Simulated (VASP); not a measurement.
# S in VASP: notebook

The runs below take S through single point, with PBEsol, PBE+D3(BJ).

Everything below comes from runs of VASP 6.6.1. Logs are shortened: lines on timing, memory, paths and dates and some standing lists are left out, and cuts for length are marked.

## 1. The cell of the first run

The typed cell holds 1 atom: a = 2.541 Å, b = 2.541 Å, c = 2.541 Å, α = 90.01°, β = 90.01°, γ = 90.01°.

This isn't the form of S at room conditions, which is orthorhombic, of S8 rings.

## 2. Single point, PBEsol

INCAR reads:

```
ALGO     = Normal         # electronic algorithm
EDIFF    = 1E-6           # SCF threshold, eV
ENCUT    = 500            # plane-wave cutoff, eV
GGA      = PS             # functional
GGA_COMPAT= F            
ISIF     = 2              # what is computed and relaxed
ISMEAR   = -1             # smearing method
LASPH    = T              # aspherical terms in the spheres
LCHARG   = F              # write CHGCAR
LREAL    = F              # projectors in reciprocal space
LWAVE    = F              # write WAVECAR
NBANDS   = 9              # bands
NELM     = 120            # most SCF steps
PREC     = Accurate       # precision mode
SIGMA    = 0.1            # smearing width, eV
```

KPOINTS reads:

```
k-points
0
Gamma
  14 14 14
```

POSCAR reads:

```
S
1.0
    1.7969194412      1.0374519231      1.4668661981
   -1.7969194412      1.0374519231      1.4668661981
    0.0000000000     -2.0749038462      1.4668661981
S
1
Direct
    0.0000000000      0.0000000000      0.0000000000
```

Potentials or basis: VASP PAW PBE potentials, release 64 (S).

On the command line:

```sh
> cat potpaw_PBE.64/S/POTCAR > POTCAR
> mpirun -np 1 vasp_std > vasp.out
```

OUTCAR:

```text
EDIFF = 1E-6
   ENCUT = 500
   GGA = PS
   ISIF = 2
   ISMEAR = -1
   LASPH = T
   LREAL = F
   NELM = 120
   PREC = Accurate

 ion  position               nearest neighbor table
   1  0.000  0.000  0.000-

  LATTYP: Found a trigonal (rhomboedric) cell.
 ALAT       =     2.5410475033
 COS(alpha) =    -0.0001419472

  Lattice vectors:

 A1 = (   1.7969194412,   1.0374519231,   1.4668661981)
 A2 = (  -1.7969194412,   1.0374519231,   1.4668661981)
 A3 = (   0.0000000000,  -2.0749038462,   1.4668661981)

Analysis of symmetry for initial positions (statically):
=====================================================================
 Subroutine PRICEL returns:
 Original cell was already a primitive cell.

 Routine SETGRP: Setting up the symmetry group for a
 trigonal (rhombohedral) supercell.

 Subroutine GETGRP returns: Found 12 space group operations
 (whereof 12 operations were pure point group operations)
 out of a pool of 12 trial point group operations.

The static configuration has the point symmetry D_3d.

Analysis of symmetry for dynamics (positions and initial velocities):
=====================================================================
 Subroutine PRICEL returns:
 Original cell was already a primitive cell.

 Routine SETGRP: Setting up the symmetry group for a
 trigonal (rhombohedral) supercell.

 Subroutine GETGRP returns: Found 12 space group operations
 (whereof 12 operations were pure point group operations)
 out of a pool of 12 trial point group operations.

The dynamic configuration has the point symmetry D_3d.

 Subroutine INISYM returns: Found 12 space group operations
 (whereof 12 operations are pure point group operations),
 and found     1 'primitive' translations

----------------------------------------------------------------------------------------

                                     Primitive cell

  volume of cell :      16.4073

  direct lattice vectors                    reciprocal lattice vectors
     1.796919441  1.037451923  1.466866198     0.278253988  0.160650015  0.227241812
    -1.796919441  1.037451923  1.466866198    -0.278253988  0.160650015  0.227241812
     0.000000000 -2.074903846  1.466866198     0.000000000 -0.321300029  0.227241812

  length of vectors
     2.541047503  2.541047503  2.541047503     0.393538499  0.393538499  0.393538499

  position of ions in fractional coordinates (direct lattice)
     0.000000000  0.000000000  0.000000000

  ion indices of the primitive-cell ions
   primitive index   ion index
[... 76 lines left out ...]
   NSW    =      0    number of steps for IOM
   IBRION =     -1    ionic relax: 0-MD 1-quasi-New 2-CG
   NFREE  =      0    steps in history (QN), initial steepest desc. (CG)
   ISIF   =      2    stress and relaxation
   ISYM   =      2    0-nonsym 1-usesym 2-fastsym
   POTIM  = 0.5000    time-step for ionic-motion
   TEBEG  =    0.0;   TEEND  =   0.0 temperature during run
   PSTRESS=    0.0 pullay stress
   NELECT =       6.0000    total number of electrons
   NUPDOWN=      -1.0000    fix difference up-down
   EMIN   =  10.00;   EMAX   =-10.00  energy-range for DOS
   EFERMI =   0.00;   METHOD = LEGACY
   ISMEAR =    -1;   SIGMA  =   0.10  broadening in eV -4-tet -1-fermi 0-gaus
   EFERMI_NEDOS =   21; number of points for ismear=-14 and -15
   IALGO  =     38    algorithm
   IMIX   =      4    mixing-type and parameters
     AMIX     =   0.40;   BMIX     =  1.00
     AMIX_MAG =   1.60;   BMIX_MAG =  1.00
  volume/ion in A,a.u.               =      16.41       110.72
  Fermi-wavevector in a.u.,A,eV,Ry     =   1.170700  2.212303 18.647324  1.370540
  Thomas-Fermi vector in A             =   2.307155
   LORBIT       =      0    0 simple, 1 ext, 2 COOP (PROOUT), +10 PAW based schemes
   GGA     = PS    functional components
   LHFCALC =     F    Hartree Fock is set to
   AEXX    =    0.0000 exact exchange contribution
   IVDW    =     0    specifies the selected vdW correction
   LEPSILON=     F    determine dielectric tensor
   LRPA    =     F    only Hartree local field effects (RPA)
 non-spin polarized calculation
  energy-cutoff  :      500.00
  volume of cell :       16.41
 maximum number of plane-waves:       437
   NGX =  9   NGY =  9   NGZ =  9

 number of electron       5.9999998 magnetization

 Free energy of the ion-electron system (eV)
  ---------------------------------------------------
  ext. energy  EPLUGINS =         0.00000000
  ---------------------------------------------------
  free energy    TOTEN  =        -3.97191365 eV

  energy without entropy =       -3.95761272  energy(sigma->0) =       -3.96476318

 E-fermi :   7.6452     XC(G=0): -10.9522

 val. band max:        7.5814683544   @ k =  -0.1429   0.2143   0.1429
 cond. band min:       7.6544164971   @ k =   0.5000   0.2143   0.2143
 fundamental gap:      0.0729481427
 Fermi energy:         7.6451888511

 k-point     1 :       0.0000    0.0000    0.0000
  band No.  band energies     occupation
      1      -9.8583      2.00000
      2       9.1750      0.00000
      3       9.1763      0.00000
      4       9.1763      0.00000
      5      14.8023      0.00000
      6      14.8023      0.00000
      7      18.0117      0.00000
      8      29.7632      0.00000
      9      29.7641      0.00000
[... 265 lines left out ...]
 k-point    24 :       0.2857    0.1429    0.0000
  band No.  band energies     occupation
      1      -8.0549      2.00000
      2       2.6586      2.00000
      3       7.4050      1.83387
      4      10.3240      0.00000
      5      17.3036      0.00000
      6      19.2540      0.00000
      7      21.7299      0.00000
      8      24.2117      0.00000
      9      25.2222      0.00000

 [... further k-points ...]

------------------------ aborting loop because EDIFF is reached ----------------------------------------

  FORCE on cell =-STRESS in cart. coord.  units (eV):
  Direction    XX          YY          ZZ          XY          YZ          ZX
  --------------------------------------------------------------------------------------
  -------------------------------------------------------------------------------------
  Total        0.0098361      0.0098361      0.0100388      0.0000000      0.0000000      0.0000000
  in kB        0.9604917      0.9604917      0.9802857      0.0000000      0.0000000      0.0000000
  external PRESSURE =       0.9670897 kB  Pullay stress =       0.0000000 kB

 VOLUME and BASIS-vectors are now :
 -----------------------------------------------------------------------------
  energy-cutoff  :      500.00
  volume of cell :       16.41
      direct lattice vectors                 reciprocal lattice vectors
     1.796919441  1.037451923  1.466866198     0.278253988  0.160650015  0.227241812
    -1.796919441  1.037451923  1.466866198    -0.278253988  0.160650015  0.227241812
     0.000000000 -2.074903846  1.466866198     0.000000000 -0.321300029  0.227241812

 POSITION                                       TOTAL-FORCE (eV/Angst)
 -----------------------------------------------------------------------------------
      0.00000      0.00000      0.00000        -0.000000      0.000000      0.000000
 -----------------------------------------------------------------------------------
    total drift:                               -0.000000     -0.000000      0.000000

  FREE ENERGIE OF THE ION-ELECTRON SYSTEM (eV)
  ---------------------------------------------------
  free  energy   TOTEN  =        -3.9719136512 eV

  energy  without entropy=       -3.9576127152  energy(sigma->0) =       -3.96476318
```

stdout:

```text
POSCAR found type information on POSCAR S
 POSCAR found :  1 types and       1 ions
 scaLAPACK will be used
 -----------------------------------------------------------------------------
|                                                                             |
|                                                                             |
|     You enforced a specific xc type in the INCAR file but a different       |
|     I HOPE YOU KNOW WHAT YOU ARE DOING!                                     |
|                                                                             |
 -----------------------------------------------------------------------------

 LDA part: xc-table for (Slater+PW92), standard interpolation
 POSCAR, INCAR and KPOINTS ok, starting setup
 FFT: planning ... GRIDC
 FFT: planning ... GRID_SOFT
 FFT: planning ... GRID
 WAVECAR not read
 entering main loop
```

Run time: 14 s. Hardware: 1 thread of Intel Xeon 6975P-C (Granite Rapids), shared host; peak memory 0.14 GiB.

What came out:

```yaml
Free_energy: -3.9719 eV
Pressure: 0.1 GPa
Band_gap_on_the_k_mesh: zero (bands 3 and 4 overlap by 7.20 eV)
```

Caveat: the PAW data sets were made with another functional, which shifts forces and pressure a little.

## 3. Single point, PBE+D3(BJ)

This run uses another cell than the first one, of 16.53 Å³/atom.

INCAR reads:

```
  ALGO = Normal
  EDIFF = 1E-6
  ENCUT = 500
  GGA = PE
  GGA_COMPAT = F
  ISIF = 2
  ISMEAR = -1
  IVDW = 12
  LASPH = T
  LCHARG = F
  LREAL = F
  LWAVE = F
  NBANDS = 9
  NELM = 120
  PREC = Accurate
  SIGMA = 0.1
```

KPOINTS is that of step 2.

POSCAR reads:

```
S
1.0
    1.8012379961      1.0399452419      1.4705833589
   -1.8012379961      1.0399452419      1.4705833589
    0.0000000000     -2.0798904838      1.4705833589
S
1
Direct
    0.0000000000      0.0000000000      0.0000000000
```

Potentials or basis: VASP PAW PBE potentials, release 64 (S).

On the command line:

```sh
> cat potpaw_PBE.64/S/POTCAR > POTCAR
> mpirun -np 1 vasp_std > vasp.out
```

OUTCAR:

```text
EDIFF = 1E-6
   ENCUT = 500
   GGA = PE
   ISIF = 2
   ISMEAR = -1
   IVDW = 12
   LASPH = T
   LREAL = F
   NELM = 120
   PREC = Accurate
 IVDW          = 12

 ion  position               nearest neighbor table
   1  0.000  0.000  0.000-

  LATTYP: Found a trigonal (rhomboedric) cell.
 ALAT       =     2.5472651688
 COS(alpha) =    -0.0000549886

  Lattice vectors:

 A1 = (   1.8012379961,   1.0399452419,   1.4705833589)
 A2 = (  -1.8012379961,   1.0399452419,   1.4705833589)
 A3 = (   0.0000000000,  -2.0798904838,   1.4705833589)

Analysis of symmetry for initial positions (statically):
=====================================================================
 Subroutine PRICEL returns:
 Original cell was already a primitive cell.

 Routine SETGRP: Setting up the symmetry group for a
 trigonal (rhombohedral) supercell.

 Subroutine GETGRP returns: Found 12 space group operations
 (whereof 12 operations were pure point group operations)
 out of a pool of 12 trial point group operations.

The static configuration has the point symmetry D_3d.

Analysis of symmetry for dynamics (positions and initial velocities):
=====================================================================
 Subroutine PRICEL returns:
 Original cell was already a primitive cell.

 Routine SETGRP: Setting up the symmetry group for a
 trigonal (rhombohedral) supercell.

 Subroutine GETGRP returns: Found 12 space group operations
 (whereof 12 operations were pure point group operations)
 out of a pool of 12 trial point group operations.

The dynamic configuration has the point symmetry D_3d.

 Subroutine INISYM returns: Found 12 space group operations
 (whereof 12 operations are pure point group operations),
 and found     1 'primitive' translations

----------------------------------------------------------------------------------------

                                     Primitive cell

  volume of cell :      16.5281

  direct lattice vectors                    reciprocal lattice vectors
     1.801237996  1.039945242  1.470583359     0.277586860  0.160264849  0.226667418
    -1.801237996  1.039945242  1.470583359    -0.277586860  0.160264849  0.226667418
     0.000000000 -2.079890484  1.470583359     0.000000000 -0.320529697  0.226667418

  length of vectors
     2.547265169  2.547265169  2.547265169     0.392577897  0.392577897  0.392577897

  position of ions in fractional coordinates (direct lattice)
     0.000000000  0.000000000  0.000000000

  ion indices of the primitive-cell ions
   primitive index   ion index
                 1           1

----------------------------------------------------------------------------------------

 KPOINTS: k-points

Automatic generation of k-mesh.
 Grid dimensions read from file:
 generate k-points for:   14   14   14

 Generating k-lattice:

  Cartesian coordinates                     Fractional coordinates (reciprocal lattice)
     0.019827633  0.011447489  0.016190530     0.071428571  0.000000000  0.000000000
    -0.019827633  0.011447489  0.016190530     0.000000000  0.071428571  0.000000000
     0.000000000 -0.022894978  0.016190530     0.000000000  0.000000000  0.071428571

  Length of vectors
     0.028041278  0.028041278  0.028041278

  Shift w.r.t. Gamma in fractional coordinates (k-lattice)
     0.000000000  0.000000000  0.000000000

 Subroutine IBZKPT returns following result:
 ===========================================

 Found    288 irreducible k-points:

 Following reciprocal coordinates:
            Coordinates               Weight
  0.000000  0.000000  0.000000      1.000000
  0.071429 -0.000000 -0.000000      6.000000
  0.142857 -0.000000 -0.000000      6.000000
  0.214286 -0.000000 -0.000000      6.000000
  0.285714 -0.000000 -0.000000      6.000000
  0.357143 -0.000000 -0.000000      6.000000
[... 16 lines left out ...]
  0.214286  0.142857 -0.000000     12.000000
  0.285714  0.142857 -0.000000     12.000000
 [... further k-points ...]
   k-points           NKPTS =    288   k-points in BZ     NKDIM =    288   number of bands    NBANDS=      9
   number of dos      NEDOS =    301   number of ions     NIONS =      1
   total plane-waves  NPLWV =   8000
   dimension x,y,z NGX =    20 NGY =   20 NGZ =   20
   dimension x,y,z NGXF=    40 NGYF=   40 NGZF=   40
   ions per type =               1
   NGX,Y,Z   is equivalent  to a cutoff of  13.05, 13.05, 13.05 a.u.
   NGXF,Y,Z  is equivalent  to a cutoff of  26.11, 26.11, 26.11 a.u.
 SYSTEM =  unknown system
   PREC   = accura    normal or accurate (medium, high low for compatibility)
   ISTART =      0    job   : 0-new  1-cont  2-samecut
   ICHARG =      2    charge: 1-file 2-atom 10-const
   ISPIN  =      1    spin polarized calculation?
   LNONCOLLINEAR =      F non collinear calculations
   LSORBIT =      F    spin-orbit coupling
   LASPH  =      T    aspherical Exc in radial PAW
   ENCUT  =  500.0 eV  36.75 Ry    6.06 a.u.   4.64  4.64  4.64*2*pi/ulx,y,z
   NELM   =    120;   NELMIN=  2; NELMDL= -5     # of ELM steps
   EDIFF  = 0.1E-05   stopping-criterion for ELM
   LREAL  =      F    real-space projection
   EDIFFG = 0.1E-04   stopping-criterion for IOM
   NSW    =      0    number of steps for IOM
   IBRION =     -1    ionic relax: 0-MD 1-quasi-New 2-CG
   NFREE  =      0    steps in history (QN), initial steepest desc. (CG)
   ISIF   =      2    stress and relaxation
   ISYM   =      2    0-nonsym 1-usesym 2-fastsym
   POTIM  = 0.5000    time-step for ionic-motion
   TEBEG  =    0.0;   TEEND  =   0.0 temperature during run
   PSTRESS=    0.0 pullay stress
   NELECT =       6.0000    total number of electrons
   NUPDOWN=      -1.0000    fix difference up-down
   EMIN   =  10.00;   EMAX   =-10.00  energy-range for DOS
   EFERMI =   0.00;   METHOD = LEGACY
   ISMEAR =    -1;   SIGMA  =   0.10  broadening in eV -4-tet -1-fermi 0-gaus
   EFERMI_NEDOS =   21; number of points for ismear=-14 and -15
   IALGO  =     38    algorithm
   IMIX   =      4    mixing-type and parameters
     AMIX     =   0.40;   BMIX     =  1.00
     AMIX_MAG =   1.60;   BMIX_MAG =  1.00
  volume/ion in A,a.u.               =      16.53       111.54
  Fermi-wavevector in a.u.,A,eV,Ry     =   1.167843  2.206903 18.556402  1.363857
  Thomas-Fermi vector in A             =   2.304338
   LORBIT       =      0    0 simple, 1 ext, 2 COOP (PROOUT), +10 PAW based schemes
   GGA     = PE    functional components
   LHFCALC =     F    Hartree Fock is set to
   AEXX    =    0.0000 exact exchange contribution
   IVDW    =    12    specifies the selected vdW correction
   LEPSILON=     F    determine dielectric tensor
   LRPA    =     F    only Hartree local field effects (RPA)
 non-spin polarized calculation
  energy-cutoff  :      500.00
  volume of cell :       16.53
 maximum number of plane-waves:       437
   NGX =  9   NGY =  9   NGZ =  9

 number of electron       5.9999997 magnetization

 Free energy of the ion-electron system (eV)
  ---------------------------------------------------
  ext. energy  EPLUGINS =         0.00000000
  ---------------------------------------------------
  free energy    TOTEN  =        -3.51345413 eV

  energy without entropy =       -3.49884766  energy(sigma->0) =       -3.50615089

 E-fermi :   7.5857     XC(G=0): -10.7465

 val. band max:        7.5814829382   @ k =  -0.2143   0.5000   0.2143
 cond. band min:       7.6257572238   @ k =   0.5000   0.2857   0.2143
 fundamental gap:      0.0442742856
 Fermi energy:         7.5856775371

 k-point     1 :       0.0000    0.0000    0.0000
  band No.  band energies     occupation
      1      -9.8245      2.00000
      2       9.0990      0.00000
      3       9.0995      0.00000
      4       9.0995      0.00000
      5      14.7903      0.00000
      6      14.7903      0.00000
      7      18.1714      0.00000
      8      29.5307      0.00000
      9      29.5311      0.00000

 k-point     2 :       0.0714   -0.0000   -0.0000
  band No.  band energies     occupation
      1      -9.7308      2.00000
      2       8.1533      0.00683
      3       9.1629      0.00000
      4       9.1632      0.00000
      5      14.8696      0.00000
      6      15.6111      0.00000
      7      18.5347      0.00000
      8      28.7764      0.00000
      9      28.7793      0.00000
[... 253 lines left out ...]
 k-point    24 :       0.2857    0.1429   -0.0000
  band No.  band energies     occupation
      1      -8.0484      2.00000
      2       2.6846      2.00000
      3       7.3616      1.80764
      4      10.2251      0.00000
      5      17.2779      0.00000
      6      19.2950      0.00000
      7      21.6640      0.00000
      8      24.1118      0.00000
      9      25.2124      0.00000

 [... further k-points ...]

------------------------ aborting loop because EDIFF is reached ----------------------------------------

 Edisp (eV)   -0.37129

 E8    (eV) :    -0.1345

  FORCE on cell =-STRESS in cart. coord.  units (eV):
  Direction    XX          YY          ZZ          XY          YZ          ZX
  --------------------------------------------------------------------------------------
  -------------------------------------------------------------------------------------
  Total      -0.01652    -0.01652    -0.01641     0.00000     0.00000     0.00000
  in kB      -1.60120    -1.60120    -1.59104     0.00000     0.00000     0.00000
  external pressure =       -1.60 kB  Pullay stress =        0.00 kB

 VOLUME and BASIS-vectors are now :
 -----------------------------------------------------------------------------
  energy-cutoff  :      500.00
  volume of cell :       16.53
      direct lattice vectors                 reciprocal lattice vectors
     1.801237996  1.039945242  1.470583359     0.277586860  0.160264849  0.226667418
    -1.801237996  1.039945242  1.470583359    -0.277586860  0.160264849  0.226667418
     0.000000000 -2.079890484  1.470583359     0.000000000 -0.320529697  0.226667418

 POSITION                                       TOTAL-FORCE (eV/Angst)
 -----------------------------------------------------------------------------------
      0.00000      0.00000      0.00000         0.000000      0.000000      0.000000
 -----------------------------------------------------------------------------------
    total drift:                               -0.000000     -0.000000     -0.000000

  FREE ENERGIE OF THE ION-ELECTRON SYSTEM (eV)
  ---------------------------------------------------
  free  energy   TOTEN  =        -3.8847447117 eV

  energy  without entropy=       -3.8701382494  energy(sigma->0) =       -3.87744148
```

Wall time 16 s (1 thread of Intel Xeon 6975P-C (Granite Rapids), shared host); peak memory 0.15 GiB.

Results:

- Free energy: -3.8847 eV
- Pressure: -0.2 GPa
- Band gap on the k mesh: zero (bands 3 and 4 overlap by 7.12 eV)
- Dispersion energy per atom: -0.371 eV
